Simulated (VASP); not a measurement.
## AlN (rocksalt type): relaxation of cell and atoms with PBE

Crystal: AlN (rocksalt type).

```xyz
2
Lattice="0.0000 1.9357 1.9357 1.9357 0.0000 1.9357 1.9357 1.9357 0.0000" Properties=species:S:1:pos:R:3 pbc="T T T"
Al    0.0000    0.0000    0.0000
N     1.9357    1.9357    1.9357
```

```json
{
  "Program": "VASP 6.6.1",
  "Task": "relaxation of cell and atoms",
  "Functional": "PBE",
  "Potentials or basis": "VASP PAW PBE potentials, release 64 (Al, N)",
  "Cutoff": "600 eV",
  "k mesh": "16 × 16 × 16",
  "Occupations": "fermi-dirac, width 0.1 eV",
  "Spin": "no spin polarisation",
  "Target pressure": "51 GPa",
  "Dipole correction": "no",
  "Further INCAR settings": "ALGO = Normal; EDIFF = 1e-06; IBRION = 2; EDIFFG = -0.005; NSW = 32; ISIF = 3"
}
```

```
Relaxed volume                                             : 7.25 Å³/atom
Relaxed cell                                               : a = 2.737 Å, b = 2.737 Å, c = 2.737 Å, α = 60.00°, β = 60.00°, γ = 60.00°
Space group after relaxing (to 0.1 Å)                      : Fm-3m (No. 225)
Energy change on relaxing (the run minimises the enthalpy) : +2.3 meV/atom
Ionic steps                                                : 3
Pressure after relaxing                                    : 51.0 GPa
Band gap on the k mesh                                     : 5.05 eV (least direct gap 7.70 eV)
```

The path:
```tsv
step	energy change (eV)	largest force (eV/Å)	pressure (GPa)	volume (Å³)
1	0.0000	0.0000	50.57	14.51
2	0.0132	0.0000	51.82	14.46
3	0.0046	0.0000	51.00	14.49
```

Final structure:
```xyz
2
Lattice="0.0000 1.9350 1.9350 1.9350 0.0000 1.9350 1.9350 1.9350 0.0000" Properties=species:S:1:pos:R:3 pbc="T T T"
Al    0.0000    0.0000    0.0000
N     1.9350    1.9350    1.9350
```

Levels at points of the mesh, in eV from the valence-band top:
| k point | band 2 | band 3 | band 4 | band 5 | band 6 | band 7 |
| --- | --- | --- | --- | --- | --- | --- |
| (0.00, 0.00, 0.00) | 0.00 | 0.00 | 0.00 | 7.70 | 12.58 | 12.58 |
| (0.50, 0.00, 0.00) | -9.19 | -1.34 | -1.34 | 7.00 | 12.11 | 12.11 |
| (0.50, 0.50, 0.00) | -8.31 | -3.15 | -3.15 | 5.05 | 5.95 | 15.73 |

Run time: 26 s on 1 thread of Intel Xeon 8259CL, on a shared host, peak memory 0.15 GiB.

Caveat: the cell is relaxed towards a set pressure, so the run minimises the enthalpy, not the energy. A k mesh can miss the band edges.
